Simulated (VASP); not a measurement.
# Hf2TiB2 (P6/mmm) in VASP: notebook

The runs below take Hf2TiB2 through single point, relaxation of cell and atoms, with PBE.

Program: VASP 6.6.1. These are calculated values, not measurements. Logs are shortened: lines on timing, memory, paths and dates and some standing lists are left out, and cuts for length are marked.

### 1 The cell of the first run

It takes space group P6/mmm (No. 191, hexagonal). The conventional cell has a = 4.519 Å, b = 4.519 Å, c = 4.592 Å, α = 90.00°, β = 90.00°, γ = 120.00°. Within 3.0 Å of Hf (site symmetry -6m2) lie 2 B at 2.30 Å and 3 Hf at 2.61 Å. Ti (site symmetry 6/mmm) has 6 B at 2.61 Å within 3.4 Å. B (site symmetry -6m2) has 2 Hf at 2.30 Å and 3 Ti at 2.61 Å and 3 B at 2.61 Å within 3.0 Å.

### 2 Single point, PBE

INCAR

```
PREC     = Accurate       # precision mode
ENCUT    = 520            # plane-wave cutoff, eV
EDIFF    = 1E-6           # SCF threshold, eV
ISMEAR   = 0              # smearing method
SIGMA    = 0.1            # smearing width, eV
LREAL    = F              # projectors in reciprocal space
LASPH    = T              # aspherical terms in the spheres
NELM     = 100            # most SCF steps
ALGO     = Fast           # electronic algorithm
ISIF     = 2              # what is computed and relaxed
LWAVE    = F              # write WAVECAR
LCHARG   = T              # write CHGCAR
GGA      = PE             # functional
LELF     = T              # ELF
LVHAR    = T            
NBANDS   = 27             # bands
```

KPOINTS

```
regular mesh
0
Gamma
  6 6 4
```

POSCAR

```
Hf2TiB2
1.0
    4.5192763888      0.0000000032      0.0000000000
   -2.2596381971      3.9138081578      0.0000000000
    0.0000000000      0.0000000000      4.5924856754
Hf Ti B
2 1 2
Direct
    0.3333333333      0.6666666667      0.0000000000
    0.6666666667      0.3333333333      0.0000000000
    0.0000000000      0.0000000000      0.5000000000
    0.3333333333      0.6666666667      0.5000000000
    0.6666666667      0.3333333333      0.5000000000
```

Potentials or basis: VASP PAW PBE potentials, release 64 (Hf_pv, Ti_sv, B).

On the command line:

```sh
$ cat potpaw_PBE.64/Hf_pv/POTCAR potpaw_PBE.64/Ti_sv/POTCAR potpaw_PBE.64/B/POTCAR > POTCAR
$ mpirun -np 1 vasp_std > vasp.out
```

OUTCAR:

```text
PREC = Accurate
   ENCUT = 520
   EDIFF = 1E-6
   ISMEAR = 0
   LREAL = F
   LASPH = T
   NELM = 100
   ISIF = 2
   GGA = PE

 ion  position               nearest neighbor table
   1  0.333  0.667  0.000-   4 2.30   4 2.30   2 2.61   2 2.61   2 2.61
   2  0.667  0.333  0.000-   5 2.30   5 2.30   1 2.61   1 2.61   1 2.61
   3  0.000  0.000  0.500-
   4  0.333  0.667  0.500-   1 2.30   1 2.30
   5  0.667  0.333  0.500-   2 2.30   2 2.30

  LATTYP: Found a hexagonal cell.
 ALAT       =     4.5192763888
 C/A-ratio  =     1.0161993382

  Lattice vectors:

 A1 = (   4.5192763888,   0.0000000032,   0.0000000000)
 A2 = (  -2.2596381971,   3.9138081578,   0.0000000000)
 A3 = (   0.0000000000,   0.0000000000,   4.5924856754)

Analysis of symmetry for initial positions (statically):
=====================================================================
 Subroutine PRICEL returns:
 Original cell was already a primitive cell.

 Routine SETGRP: Setting up the symmetry group for a
 hexagonal supercell.

 Subroutine GETGRP returns: Found 24 space group operations
 (whereof 24 operations were pure point group operations)
 out of a pool of 24 trial point group operations.

The static configuration has the point symmetry D_6h.

Analysis of symmetry for dynamics (positions and initial velocities):
=====================================================================
 Subroutine PRICEL returns:
 Original cell was already a primitive cell.

 Routine SETGRP: Setting up the symmetry group for a
 hexagonal supercell.

 Subroutine GETGRP returns: Found 24 space group operations
 (whereof 24 operations were pure point group operations)
 out of a pool of 24 trial point group operations.

The dynamic configuration has the point symmetry D_6h.

 Subroutine INISYM returns: Found 24 space group operations
 (whereof 24 operations are pure point group operations),
 and found     1 'primitive' translations

----------------------------------------------------------------------------------------

                                     Primitive cell

  volume of cell :      81.2300

  direct lattice vectors                    reciprocal lattice vectors
     4.519276389  0.000000003  0.000000000     0.221274362  0.127752813  0.000000000
    -2.259638197  3.913808158  0.000000000    -0.000000000  0.255505625  0.000000000
     0.000000000  0.000000000  4.592485675     0.000000000  0.000000000  0.217747005

  length of vectors
     4.519276389  4.519276389  4.592485675     0.255505625  0.255505625  0.217747005

  position of ions in fractional coordinates (direct lattice)
     0.333333333  0.666666667  0.000000000
     0.666666667  0.333333333  0.000000000
     0.000000000  0.000000000  0.500000000
     0.333333333  0.666666667  0.500000000
     0.666666667  0.333333333  0.500000000

  ion indices of the primitive-cell ions
   primitive index   ion index
                 1           1
                 2           2
                 3           3
                 4           4
                 5           5

----------------------------------------------------------------------------------------

 KPOINTS: regular mesh

Automatic generation of k-mesh.
 Grid dimensions read from file:
 generate k-points for:    6    6    4

 Generating k-lattice:

  Cartesian coordinates                     Fractional coordinates (reciprocal lattice)
     0.036879060  0.021292135  0.000000000     0.166666667  0.000000000  0.000000000
    -0.000000000  0.042584271  0.000000000     0.000000000  0.166666667  0.000000000
     0.000000000  0.000000000  0.054436751     0.000000000  0.000000000  0.250000000

  Length of vectors
     0.042584271  0.042584271  0.054436751

  Shift w.r.t. Gamma in fractional coordinates (k-lattice)
     0.000000000  0.000000000  0.000000000

 Subroutine IBZKPT returns following result:
 ===========================================

 Found     21 irreducible k-points:

 Following reciprocal coordinates:
            Coordinates               Weight
  0.000000  0.000000  0.000000      1.000000
  0.166667  0.000000  0.000000      6.000000
  0.333333  0.000000  0.000000      6.000000
  0.500000  0.000000  0.000000      3.000000
  0.166667  0.166667  0.000000      6.000000
  0.333333  0.166667  0.000000     12.000000
[... 13 lines left out ...]
  0.333333  0.166667  0.500000     12.000000
  0.333333  0.333333  0.500000      2.000000
   k-points           NKPTS =     21   k-points in BZ     NKDIM =     21   number of bands    NBANDS=     27
   number of dos      NEDOS =    301   number of ions     NIONS =      5
   total plane-waves  NPLWV =  46656
   dimension x,y,z NGX =    36 NGY =   36 NGZ =   36
   dimension x,y,z NGXF=    72 NGYF=   72 NGZF=   72
   ions per type =               2   1   2
   NGX,Y,Z   is equivalent  to a cutoff of  13.24, 13.24, 13.03 a.u.
   NGXF,Y,Z  is equivalent  to a cutoff of  26.49, 26.49, 26.06 a.u.
 SYSTEM =  unknown system
   PREC   = accura    normal or accurate (medium, high low for compatibility)
   ISTART =      0    job   : 0-new  1-cont  2-samecut
   ICHARG =      2    charge: 1-file 2-atom 10-const
   ISPIN  =      1    spin polarized calculation?
   LNONCOLLINEAR =      F non collinear calculations
   LSORBIT =      F    spin-orbit coupling
   LASPH  =      T    aspherical Exc in radial PAW
   ENCUT  =  520.0 eV  38.22 Ry    6.18 a.u.   8.40  8.40  8.54*2*pi/ulx,y,z
   NELM   =    100;   NELMIN=  2; NELMDL= -5     # of ELM steps
   EDIFF  = 0.1E-05   stopping-criterion for ELM
   LREAL  =      F    real-space projection
   EDIFFG = 0.1E-04   stopping-criterion for IOM
   NSW    =      0    number of steps for IOM
   IBRION =     -1    ionic relax: 0-MD 1-quasi-New 2-CG
   NFREE  =      0    steps in history (QN), initial steepest desc. (CG)
   ISIF   =      2    stress and relaxation
   ISYM   =      2    0-nonsym 1-usesym 2-fastsym
   POTIM  = 0.5000    time-step for ionic-motion
   TEBEG  =    0.0;   TEEND  =   0.0 temperature during run
   PSTRESS=    0.0 pullay stress
   NELECT =      38.0000    total number of electrons
   NUPDOWN=      -1.0000    fix difference up-down
   EMIN   =  10.00;   EMAX   =-10.00  energy-range for DOS
   EFERMI =   0.00;   METHOD = LEGACY
   ISMEAR =     0;   SIGMA  =   0.10  broadening in eV -4-tet -1-fermi 0-gaus
   EFERMI_NEDOS =   21; number of points for ismear=-14 and -15
   IALGO  =     68    algorithm
   IMIX   =      4    mixing-type and parameters
     AMIX     =   0.40;   BMIX     =  1.00
     AMIX_MAG =   1.60;   BMIX_MAG =  1.00
  volume/ion in A,a.u.               =      16.25       109.63
  Fermi-wavevector in a.u.,A,eV,Ry     =   1.270859  2.401575 21.974524  1.615082
  Thomas-Fermi vector in A             =   2.403823
   LORBIT       =      0    0 simple, 1 ext, 2 COOP (PROOUT), +10 PAW based schemes
   GGA     = PE    functional components
   LHFCALC =     F    Hartree Fock is set to
   AEXX    =    0.0000 exact exchange contribution
   IVDW    =     0    specifies the selected vdW correction
   LEPSILON=     F    determine dielectric tensor
   LRPA    =     F    only Hartree local field effects (RPA)
 non-spin polarized calculation
 RMM-DIIS sequential band-by-band and
 Gauss-broadening in eV      SIGMA  =   0.10
  energy-cutoff  :      520.00
  volume of cell :       81.23
 maximum number of plane-waves:      2226
 NGX is ok and might be reduce to    36
   NGX = 17   NGY = 17   NGZ = 17

 number of electron      38.0000008 magnetization

 Free energy of the ion-electron system (eV)
  ---------------------------------------------------
  ext. energy  EPLUGINS =         0.00000000
  ---------------------------------------------------
  free energy    TOTEN  =       -35.61001597 eV

  energy without entropy =      -35.56915229  energy(sigma->0) =      -35.58958413

 E-fermi :   5.0665     XC(G=0): -11.1510

 val. band max:        5.0658237555   @ k =   0.1667   0.1667   0.0000
 cond. band min:       5.0819685244   @ k =   0.5000   0.0000   0.5000
 fundamental gap:      0.0161447689
 Fermi energy:         5.0664847144

 k-point     1 :       0.0000    0.0000    0.0000
  band No.  band energies     occupation
      1     -52.2140      2.00000
      2     -28.5572      2.00000
      3     -28.3634      2.00000
      4     -28.3634      2.00000
      5     -25.7452      2.00000
      6     -25.7452      2.00000
[... 19 lines left out ...]
     26       8.6380      0.00000
     27       8.6439      0.00000

 k-point     2 :       0.1667    0.0000    0.0000
  band No.  band energies     occupation
      1     -52.2139      2.00000
      2     -28.5568      2.00000
      3     -28.3647      2.00000
      4     -28.3639      2.00000
      5     -25.7781      2.00000
      6     -25.6782      2.00000
[... 19 lines left out ...]
     26       8.1960      0.00000
     27       8.9406      0.00000

 k-point     3 :       0.3333    0.0000    0.0000
  band No.  band energies     occupation
      1     -52.2139      2.00000
      2     -28.5560      2.00000
      3     -28.3673      2.00000
      4     -28.3650      2.00000
      5     -25.8391      2.00000
      6     -25.5168      2.00000
[... 19 lines left out ...]
     26       8.1175      0.00000
     27       9.2304      0.00000

 k-point     4 :       0.5000    0.0000    0.0000
  band No.  band energies     occupation
      1     -52.2138      2.00000
      2     -28.5556      2.00000
      3     -28.3685      2.00000
      4     -28.3656      2.00000
      5     -25.8676      2.00000
      6     -25.4106      2.00000
[... 19 lines left out ...]
     26       8.8321      0.00000
     27       9.5813      0.00000

 k-point     5 :       0.1667    0.1667    0.0000
  band No.  band energies     occupation
      1     -52.2139      2.00000
      2     -28.5562      2.00000
      3     -28.3665      2.00000
      4     -28.3649      2.00000
      5     -25.8373      2.00000
      6     -25.5417      2.00000
[... 19 lines left out ...]
     26       8.2483      0.00000
     27       9.0173      0.00000

 k-point     6 :       0.3333    0.1667    0.0000
  band No.  band energies     occupation
      1     -52.2138      2.00000
      2     -28.5556      2.00000
      3     -28.3680      2.00000
      4     -28.3660      2.00000
      5     -25.8971      2.00000
      6     -25.3355      2.00000
[... 354 lines left out ...]
      1     -52.2138      2.00000
      2     -28.5584      2.00000
      3     -28.3698      2.00000
      4     -28.3644      2.00000
      5     -25.8678      2.00000
      6     -25.4070      2.00000
[... 19 lines left out ...]
     26       7.7299      0.00000
     27       8.8412      0.00000

 k-point    19 :       0.1667    0.1667    0.5000
  band No.  band energies     occupation
      1     -52.2138      2.00000
      2     -28.5580      2.00000
      3     -28.3669      2.00000
      4     -28.3642      2.00000
      5     -25.8359      2.00000
      6     -25.5413      2.00000
[... 19 lines left out ...]
     26       7.8990      0.00000
     27       9.8535      0.00000

 k-point    20 :       0.3333    0.1667    0.5000
  band No.  band energies     occupation
      1     -52.2138      2.00000
      2     -28.5585      2.00000
      3     -28.3689      2.00000
      4     -28.3653      2.00000
      5     -25.8949      2.00000
      6     -25.3347      2.00000
[... 19 lines left out ...]
     26       7.9945      0.00000
     27       9.0930      0.00000

 k-point    21 :       0.3333    0.3333    0.5000
  band No.  band energies     occupation
      1     -52.2138      2.00000
      2     -28.5588      2.00000
      3     -28.3676      2.00000
      4     -28.3676      2.00000
      5     -25.9315      2.00000
      6     -25.0307      2.00000
[... 19 lines left out ...]
     26       7.9208      0.00000
     27       8.9967      0.00000

------------------------ aborting loop because EDIFF is reached ----------------------------------------

  FORCE on cell =-STRESS in cart. coord.  units (eV):
  Direction    XX          YY          ZZ          XY          YZ          ZX
  --------------------------------------------------------------------------------------
  -------------------------------------------------------------------------------------
  Total       -0.0678539     -0.0678539      0.3123352     -0.0000000      0.0000000      0.0000000
  in kB       -1.3383490     -1.3383490      6.1604900     -0.0000000      0.0000000      0.0000000
  external PRESSURE =       1.1612640 kB  Pullay stress =       0.0000000 kB

 VOLUME and BASIS-vectors are now :
 -----------------------------------------------------------------------------
  energy-cutoff  :      520.00
  volume of cell :       81.23
      direct lattice vectors                 reciprocal lattice vectors
     4.519276389  0.000000003  0.000000000     0.221274362  0.127752813  0.000000000
    -2.259638197  3.913808158  0.000000000    -0.000000000  0.255505625  0.000000000
     0.000000000  0.000000000  4.592485675     0.000000000  0.000000000  0.217747005

 POSITION                                       TOTAL-FORCE (eV/Angst)
 -----------------------------------------------------------------------------------
     -0.00000      2.60921      0.00000        -0.000000     -0.000000      0.000000
      2.25964      1.30460      0.00000         0.000000      0.000000      0.000000
      0.00000      0.00000      2.29624        -0.000000      0.000000      0.000000
     -0.00000      2.60921      2.29624        -0.000000      0.000000      0.000000
      2.25964      1.30460      2.29624         0.000000     -0.000000      0.000000
 -----------------------------------------------------------------------------------
    total drift:                                0.000000      0.000000      0.000000

  FREE ENERGIE OF THE ION-ELECTRON SYSTEM (eV)
  ---------------------------------------------------
  free  energy   TOTEN  =       -35.6100159692 eV

  energy  without entropy=      -35.5691522939  energy(sigma->0) =      -35.58958413
```

Wall time 3.7 min (1 thread of Intel Xeon Platinum 8488C (Sapphire Rapids), shared host); peak memory 0.23 GiB.

Results:

- Free energy: -35.6100 eV
- Pressure: 0.1 GPa
- Band gap on the k mesh: zero (band 19 reaches 5.64 eV, above the bottom of band 20 at 4.82 eV)

Levels at points of the mesh, in eV from the Fermi level:
| k point | band 17 | band 18 | band 19 | band 20 | band 21 | band 22 |
| --- | --- | --- | --- | --- | --- | --- |
| (0.00, 0.00, 0.00) | -0.01 | -0.01 | 0.30 | 0.30 | 0.38 | 0.38 |
| (0.50, 0.00, 0.00) | -0.86 | -0.69 | -0.62 | -0.07 | 0.18 | 0.23 |
| (0.00, 0.00, 0.50) | -0.94 | -0.49 | -0.49 | 0.62 | 0.62 | 1.06 |
| (0.50, 0.00, 0.50) | -1.73 | -0.48 | -0.45 | 0.02 | 0.78 | 0.82 |

Caveat: spin-orbit coupling is left out, which moves the levels of the heavy elements.

(Part 1 of 2 ends here.)
